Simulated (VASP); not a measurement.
A run of VASP 6.6.1 is set up as follows.

The input INCAR:

```
  PREC = Accurate
  ENCUT = 520
  EDIFF = 1E-6
  ISMEAR = 1
  SIGMA = 0.15
  LREAL = False
  LASPH = True
  NELM = 100
  ALGO = Normal
  ISIF = 2
  LWAVE = False
  LCHARG = False
  GGA = PE
  NBANDS = 16
```

Contents of KPOINTS:

```
Automatic mesh
0
Gamma
  10 10 10
```

Contents of POSCAR:

```
AlRu
1.0
    2.9916000000      0.0000000000      0.0000000000
    0.0000000000      2.9916000000      0.0000000000
    0.0000000000      0.0000000000      2.9916000000
Al Ru
1 1
Direct
    0.0000000000      0.0000000000      0.0000000000
    0.5000000000      0.5000000000      0.5000000000
```

Potentials or basis: VASP PAW PBE potentials, release 64 (Al, Ru_pv).

Command:

```sh
$ cat potpaw_PBE.64/Al/POTCAR potpaw_PBE.64/Ru_pv/POTCAR > POTCAR
$ mpirun -np 1 vasp_std > vasp.out
```

Problem. Estimate the pressure.

Solution. 2.5 GPa.
